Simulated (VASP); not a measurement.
Input of a VASP 6.6.1 run:

INCAR

```
SYSTEM = BiTe
  ALGO = Normal
  EDIFF = 1E-6
  ENCUT = 520
  GGA = PS
  ISIF = 2
  ISMEAR = 0
  LASPH = .True.
  LCHARG = .True.
  LELF = .True.
  LREAL = .False.
  LVHAR = .True.
  LWAVE = .False.
  NBANDS = 18
  NELM = 60
  PREC = Accurate
  SIGMA = 0.1
```

The input KPOINTS:

```
k-points
0
Gamma
  12 12 12
  0 0 0
```

POSCAR

```
BiTe
1.0
    0.0000000000      3.2350000000      3.2350000000
    3.2350000000      0.0000000000      3.2350000000
    3.2350000000      3.2350000000      0.0000000000
Bi Te
1 1
Direct
    0.0000000000      0.0000000000      0.0000000000
    0.5000000000      0.5000000000      0.5000000000
```

Potentials or basis: VASP PAW PBE potentials, release 64 (Bi_d, Te).

The run is started by

```console
$ cat potpaw_PBE.64/Bi_d/POTCAR potpaw_PBE.64/Te/POTCAR > POTCAR
$ mpirun -np 1 vasp_std > vasp.out
```

Q: Estimate the pressure.

A: -1.8 GPa.

Caveat: the PAW data sets were made with another functional, which shifts forces and pressure a little.
